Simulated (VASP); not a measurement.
Here is a VASP 6.6.1 calculation.

The input INCAR:

```
SYSTEM = In3GaP4
  PREC = Accurate
  ENCUT = 600
  EDIFF = 1E-7
  ISMEAR = -1
  SIGMA = 0.05
  LREAL = Auto
  LASPH = .True.
  NELM = 60
  ALGO = Normal
  ISIF = 8
  LWAVE = .False.
  LCHARG = .False.
  GGA = PS
  IBRION = 2
  NSW = 100
  EDIFFG = -0.03
  ISYM = 0
  LUSENCCL = .False.
```

Contents of KPOINTS:

```
Automatic mesh
0
Gamma
  1 1 1
  0.25 0.25 0.25
```

Contents of POSCAR:

```
In3GaP4
1.0
   11.5362590000      0.0000000000      0.0000000000
    0.0000000000     11.5362590000      0.0000000000
    0.0000000000      0.0000000000     11.5362590000
In P Ga
24 32 8
Direct
    0.0018030000      0.9987730000      0.0003900000
    0.0007060000      0.9986780000      0.4989120000
    0.9985680000      0.4978730000      0.0020430000
    0.9979500000      0.4991600000      0.5005450000
    0.4999150000      0.0018920000      0.0007440000
    0.4982180000      0.9997490000      0.4979940000
    0.4994110000      0.4971630000      0.0026520000
    0.5007470000      0.4968980000      0.5014790000
    0.2487670000      0.2497930000      0.0006960000
    0.2533080000      0.9999620000      0.2517850000
    0.2501550000      0.0014030000      0.7498830000
    0.2491790000      0.4969160000      0.2493740000
    0.2489180000      0.5025380000      0.7499680000
    0.7517290000      0.0013020000      0.2482350000
    0.7494890000      0.0001400000      0.7498980000
    0.7481720000      0.5008170000      0.2494030000
    0.7480730000      0.5001270000      0.7483320000
    0.9996600000      0.2473580000      0.7494250000
    0.9988290000      0.7515310000      0.2496670000
    0.9991030000      0.7502140000      0.7493760000
    0.4992760000      0.2518300000      0.2490160000
    0.4984830000      0.2513320000      0.7527260000
    0.5014500000      0.7499270000      0.2502510000
    0.4962510000      0.7525850000      0.7525620000
    0.1248950000      0.1253810000      0.1256720000
    0.1248980000      0.1245760000      0.6248220000
    0.1266120000      0.6254880000      0.1280070000
    0.1263120000      0.6236980000      0.6222230000
    0.6224590000      0.1275010000      0.1252890000
    0.6288380000      0.1260660000      0.6250160000
    0.6241490000      0.6250570000      0.1238650000
    0.6257210000      0.6263800000      0.6250300000
    0.3765560000      0.3772400000      0.1229830000
    0.3789170000      0.3745570000      0.6248100000
    0.3751640000      0.8757620000      0.1241840000
    0.3784860000      0.8765640000      0.6254370000
    0.8785070000      0.3742360000      0.1278000000
    0.8751250000      0.3750850000      0.6263930000
    0.8768120000      0.8756590000      0.1248160000
    0.8693840000      0.8743050000      0.6271350000
    0.3749530000      0.1253480000      0.3744260000
    0.3748810000      0.1252820000      0.8755000000
    0.3750090000      0.6264350000      0.3732940000
    0.3777000000      0.6258270000      0.8756990000
    0.8738500000      0.1214490000      0.3773040000
    0.8786340000      0.1272030000      0.8759170000
    0.8737610000      0.6247750000      0.3740790000
    0.8759700000      0.6241350000      0.8769160000
    0.1291030000      0.3784290000      0.3759300000
    0.1237550000      0.3750680000      0.8762590000
    0.1241950000      0.8755830000      0.3746930000
    0.1263430000      0.8756260000      0.8771050000
    0.6268270000      0.3748790000      0.3763900000
    0.6243750000      0.3752260000      0.8771460000
    0.6260570000      0.8764180000      0.3750470000
    0.6266720000      0.8756150000      0.8796310000
    0.2494080000      0.2478730000      0.4997250000
    0.2476760000      0.7514520000      0.0002070000
    0.2530470000      0.7507970000      0.5018800000
    0.7493040000      0.2473510000      0.0011050000
    0.7485490000      0.2485400000      0.5044790000
    0.7519470000      0.7505060000      0.0021130000
    0.7525040000      0.7480870000      0.5004510000
    0.0003350000      0.2526200000      0.2555390000
```

Potentials or basis: VASP PAW PBE potentials, release 64 (In_d, P, Ga_d).

Launch:

```bash
$ cat potpaw_PBE.64/In_d/POTCAR potpaw_PBE.64/P/POTCAR potpaw_PBE.64/Ga_d/POTCAR > POTCAR
$ mpirun -np 1 vasp_std > vasp.out
```

Problem. What does it give for the space group after relaxing (to 0.1 Å)?

Solution. Cm (No. 8).

Problem. Predict the relaxed cell.

Solution. a = 11.535 Å, b = 11.535 Å, c = 11.535 Å, α = 90.00°, β = 90.00°, γ = 90.00°.

Problem. Estimate the band gap on the k mesh.

Solution. 1.58 eV.

Problem. Estimate the relaxed volume.

Solution. 23.98 Å³/atom.

Final structure:
```xyz
64
Lattice="11.5354 0.0000 0.0000 0.0000 11.5354 0.0000 0.0000 0.0000 11.5354" Properties=species:S:1:pos:R:3 pbc="T T T"
In   11.5238    0.0001    0.0305
In   11.5314    0.0090    5.7478
In   11.5077    5.7637    0.0420
In   11.5336    5.7477    5.7478
In    5.7952   11.5162    0.0126
In    5.7771    0.0051    5.7676
In    5.7974    5.7944   11.5347
In    5.7721    5.7699    5.7731
In    2.8474    2.8815    0.0345
In    2.8658   11.5350    2.9148
In    2.8818   11.5114    8.6243
In    2.8586    5.7765    2.9178
In    2.8869    5.7985    8.6275
In    8.6824    0.0295    2.8843
In    8.6553    0.0038    8.6627
In    8.6745    5.7452    2.8871
In    8.6511    5.7717    8.6550
In   11.5116    2.8809    8.6283
In    0.0025    8.6537    2.8921
In    0.0012    8.6498    8.6555
In    5.7933    2.8944    2.9187
In    5.7978    2.8910    8.6370
In    5.7743    8.6555    2.8884
In    5.7726    8.6641    8.6637
P     1.3355    1.5035    1.5647
P     1.5001    1.5008    7.1434
P     1.5037    7.2747    1.3853
P     1.4988    7.2777    7.1225
P     7.2759    1.5141    1.3894
P     7.3011    1.5078    7.1313
P     7.3012    7.2758    1.3905
P     7.2690    7.2811    7.1553
P     4.3424    4.3494    1.4642
P     4.2507    4.2601    7.1386
P     4.2520   10.0420    1.3896
P     4.2756   10.0211    7.1349
P    10.1194    4.1823    1.4831
P    10.0183    4.2696    7.1399
P    10.0265   10.0225    1.3883
P    10.0312   10.0389    7.1448
P     4.2655    1.5093    4.3935
P     4.3304    1.4293   10.0924
P     4.2624    7.2751    4.3999
P     4.2648    7.2787   10.1610
P    10.0998    1.5736    4.3346
P    10.0392    1.5056   10.1679
P    10.0289    7.2726    4.3919
P    10.0280    7.2697   10.1725
P     1.4259    4.1927    4.3195
P     1.4195    4.3490   10.0778
P     1.5094   10.0166    4.4068
P     1.5041   10.0421   10.1697
P     7.2931    4.2678    4.4122
P     7.2994    4.2585   10.1813
P     7.2926   10.0480    4.3836
P     7.2921   10.0196   10.1682
Ga    2.8586    2.8807    5.7484
Ga    2.8820    8.6530    0.0072
Ga    2.8927    8.6509    5.7702
Ga    8.6915    2.8809    0.0402
Ga    8.6819    2.8836    5.7533
Ga    8.6644    8.6500    0.0093
Ga    8.6514    8.6525    5.7700
Ga   11.5113    2.8824    2.9386
```

Caveat: the PAW data sets were made with another functional, which shifts forces and pressure a little; spin-orbit coupling is left out, which moves the levels of the heavy elements; a shifted mesh leaves out Γ, where band edges can lie. A k mesh can miss the band edges.
